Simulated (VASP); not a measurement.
The system is SnSe2.

```
Sn Se
1.0
     3.81100    0.00000    0.00000
    -1.90550    3.30042    0.00000
     0.00000    0.00000    6.13600
Sn Se
1 2
Direct
  0.00000 0.00000 0.00000
  0.66667 0.33333 0.75100
  0.33333 0.66667 0.24900
```

Base run:

* Program: VASP 6.6.1
* Functional: PBE-based screened hybrid with 25 % exact exchange
* Potentials or basis: VASP PAW PBE potentials, release 64 (Sn_d, Se)
* Cutoff: 400 eV
* k mesh: 5 × 5 × 3
* Occupations: fermi-dirac, width 0.05 eV
* Spin: no spin polarisation

Its results: band gap on the k mesh 1.53 eV (least direct gap 1.92 eV); pressure 2.7 GPa; largest force 0.289 eV/Å.

Q: The run is repeated on the same cell with these changes: functional from PBE-based screened hybrid with 25 % exact exchange to PBE0; cutoff from 400 eV to 520 eV. What comes out?

A: Band gap on the k mesh 2.23 eV (least direct gap 2.59 eV); pressure 2.5 GPa; largest force 0.280 eV/Å.

Caveats: the PAW data sets were made with another functional, which shifts forces and pressure a little; spin-orbit coupling is left out, which moves the levels of the heavy elements; an odd mesh through Γ misses points on the zone boundary, where band edges can lie; this functional lacks dispersion, which binds the layers, so the pressure and a relaxed spacing across them are unreliable (at least some runs).
